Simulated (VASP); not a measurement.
Input of a VASP 6.6.1 run:

INCAR

```
  PREC = Accurate
  ENCUT = 500
  EDIFF = 1E-6
  ISMEAR = 0
  SIGMA = 0.2
  LREAL = F
  LASPH = T
  NELM = 120
  ALGO = Normal
  ISIF = 2
  LWAVE = F
  LCHARG = F
  GGA = PE
  NBANDS = 30
  GGA_COMPAT = F
```

KPOINTS

```
regular mesh
0
Gamma
  5 5 5
```

Contents of POSCAR:

```
Ge2Sb2Te
1.0
   -2.0032220132      2.0013363650      8.1244765263
    2.0032220132     -2.0013363650      8.1244765263
    2.0032220132      2.0013363650     -8.1244765263
Ge Sb Te
2 2 1
Direct
    0.8183977450      0.8183977450      0.0000000000
    0.1816022550      0.1816022550      0.0000000000
    0.6381511595      0.6381511595      0.0000000000
    0.3618488405      0.3618488405      0.0000000000
    0.0000000000      0.0000000000      0.0000000000
```

Potentials or basis: VASP PAW PBE potentials, release 64 (Ge_d, Sb, Te).

Launch:

```bash
$ cat potpaw_PBE.64/Ge_d/POTCAR potpaw_PBE.64/Sb/POTCAR potpaw_PBE.64/Te/POTCAR > POTCAR
$ mpirun -np 1 vasp_std > vasp.out
```

Problem. What does it give for the band gap on the k mesh?

Solution. Zero (bands 22 and 23 overlap by 1.69 eV).

Problem. What does it give for the pressure?

Solution. 0.1 GPa.

Stress tensor (GPa, compression positive):
```
-0.08  0.00  0.00
 0.00 -0.06  0.00
 0.00  0.00  0.50
```

Caveat: spin-orbit coupling is left out, which moves the levels of the heavy elements.
